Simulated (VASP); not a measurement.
Crystal: Si3Sn.

```xyz
4
Lattice="-2.7997 2.7997 2.7997 2.7997 -2.7997 2.7997 2.7997 2.7997 -2.7997" Properties=species:S:1:pos:R:3 pbc="T T T"
Si    2.7997    0.0000    0.0000
Si    0.0000    2.7997    0.0000
Si    0.0000    0.0000    2.7997
Sn    0.0000    0.0000    0.0000
```

```yaml
Program: VASP 6.6.1
Task: relaxation of cell and atoms
Functional: PBE
Potentials_or_basis: VASP PAW PBE potentials, release 64 (Si, Sn_d)
Cutoff: 600 eV
k_mesh: 4 × 4 × 4
Occupations: gaussian, width 0.1 eV
Spin: no spin polarisation
```

At the start: pressure -6.5 GPa; volume 21.94 Å³/atom.

Question: Where does the relaxation end?

Answer: Over 3 steps the energy falls by 54.5 meV/atom and the volume is 19.52 Å³/atom (-11.0 %); space group Im-3m (No. 229, to 0.05 Å).

The path:
| step | energy change (eV) | largest force (eV/Å) | pressure (GPa) | volume (Å³) |
| --- | --- | --- | --- | --- |
| 1 | 0.0000 | 0.0000 | -6.47 | 87.78 |
| 2 | -0.2143 | 0.0000 | 1.09 | 77.00 |
| 3 | -0.2178 | 0.0000 | -0.01 | 78.10 |

Final structure:
```
Si Sn
1.0
    -2.69273    2.69273    2.69273
     2.69273   -2.69273    2.69273
     2.69273    2.69273   -2.69273
Si Sn
3 1
Direct
  0.00000 0.50000 0.50000
  0.50000 0.00000 0.50000
  0.50000 0.50000 0.00000
  0.00000 0.00000 0.00000
```

Caveat: the k points lie up to 0.41 Å⁻¹ apart in the final cell.
